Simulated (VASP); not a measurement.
# Si3Ni7: single point with PBE

System: Si3Ni7.

```xyz
20
Lattice="6.3191 0.0521 -0.0979 0.0521 6.2805 0.1072 -0.0979 0.1072 6.3162" Properties=species:S:1:pos:R:3 pbc="T T T"
Ni    1.7289    1.0480    4.6740
Ni    2.5547    3.8804    2.1072
Ni    3.6293    2.3513    4.2630
Ni    2.4846    1.3986    2.1946
Ni    0.5113    2.7975    2.7203
Ni    1.2186    2.3958    0.3525
Ni    4.8768    4.3206    3.5107
Ni    6.0573    4.3726    0.7731
Ni    4.3059    5.9805    1.2365
Ni    5.4413    0.8413    3.7539
Ni    1.0855    5.4880    3.1033
Ni    1.5276    6.0102    0.7159
Ni    2.1452    4.3302    4.6967
Ni    4.5754    2.1235    1.5900
Si    3.5114    6.1342    3.6732
Si    6.2170    2.8489    4.7885
Si    6.4312    0.8802    1.7555
Si    3.4981    4.0211    6.3846
Si    2.9411    1.4682    6.4396
Si    6.4658    5.4313    5.0094
```

```yaml
Program: VASP 6.6.1
Task: single point
Functional: PBE
Potentials_or_basis: VASP PAW PBE potentials, release 64 (Ni, Si)
Cutoff: 400 eV
k_mesh: 1 × 1 × 1, shifted
Occupations: fermi-dirac, width 0.0862 eV
Spin: no spin polarisation
```

```yaml
Pressure: -1.6 GPa
Largest_force: 3.418 eV/Å
```

Forces in eV/Å, atoms in the order of the input:
```
Ni  -1.564 -0.618 -0.823
Ni   0.860  0.135  0.023
Ni   0.608  0.525  0.422
Ni  -1.034 -0.488  1.975
Ni   0.289  0.942  0.744
Ni  -1.103  1.016  0.353
Ni   0.517  0.167 -0.413
Ni  -0.473 -0.096 -0.204
Ni  -0.541 -0.516  0.870
Ni   0.592  0.127  0.245
Ni  -0.554  0.018 -1.532
Ni   0.624 -1.327 -1.218
Ni   0.634 -0.654  0.496
Ni   0.545  1.723  0.228
Si  -0.977 -0.491 -0.177
Si  -0.848 -0.324  0.014
Si  -0.939 -0.005 -1.157
Si   1.263  0.397  0.642
Si   2.766 -0.888 -1.801
Si  -0.668  0.358  1.312
```

Stress tensor (GPa, compression positive):
```
 0.34 -3.45 -0.01
-3.45 -4.85 -1.66
-0.01 -1.66 -0.45
```

Levels at points of the mesh, in eV from the Fermi level:
| k point | band 78 | band 79 | band 80 | band 81 | band 82 | band 83 | band 84 | band 85 | band 86 | band 87 |
| --- | --- | --- | --- | --- | --- | --- | --- | --- | --- | --- |
| (0.25, 0.25, 0.25) | -0.44 | -0.38 | -0.27 | -0.16 | -0.11 | 0.08 | 0.16 | 0.41 | 0.69 | 0.91 |

It took 120 s on 1 thread of AMD EPYC 7R43 64-Core Processor (Zen 3), on a shared host, peak memory 0.21 GiB.

Caveat: the atoms stand as in a frame of molecular dynamics. Spin polarisation is off, so any magnetic state and its effect on volume and gap are missing.
